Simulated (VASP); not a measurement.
Input of a VASP 6.6.1 run:

File INCAR:

```
SYSTEM = AlN
PREC = Accurate
ENCUT = 520
EDIFF = 1E-6
ISMEAR = 0
SIGMA = 0.05
LREAL = .FALSE.
LASPH = .TRUE.
NELM = 60
ALGO = Normal
ISIF = 2
LWAVE = .FALSE.
LCHARG = .TRUE.
GGA = PS
LELF = .TRUE.
LVHAR = .TRUE.
NBANDS = 26
```

Contents of KPOINTS:

```
Automatic mesh
0
G
  8 8 3
  0 0 0
```

Contents of POSCAR:

```
AlN
1.0
   -3.1135599822      0.0000000000      0.0000000000
   -1.5567799911     -2.6964220408      0.0000000000
   -0.1297316659     -0.2247018367     11.1667009506
Al N
4 4
Direct
    0.3333333333      0.2660579322      0.8073048133
    0.3333333333      0.3032470007      0.3610359916
    0.6666666667      0.6551748683      0.1379015808
    0.6666666667      0.6179857998      0.5841704025
    0.3333333333      0.3262305975      0.0852328300
    0.3333333333      0.2890415290      0.5315016517
    0.6666666667      0.6409693966      0.3083672409
    0.6666666667      0.6037803281      0.7546360626
```

Potentials or basis: VASP PAW PBE potentials, release 64 (Al, N).

Command:

```console
$ cat potpaw_PBE.64/Al/POTCAR potpaw_PBE.64/N/POTCAR > POTCAR
$ mpirun -np 1 vasp_std > vasp.out
```

(1) Estimate the largest force.

(2) What does it give for the pressure?

(3) What does it give for the band gap on the k mesh?

Results:

(1) 2.244 eV/Å.

(2) -4.0 GPa.

(3) 0.46 eV, direct.

Caveat: the PAW data sets were made with another functional, which shifts forces and pressure a little.
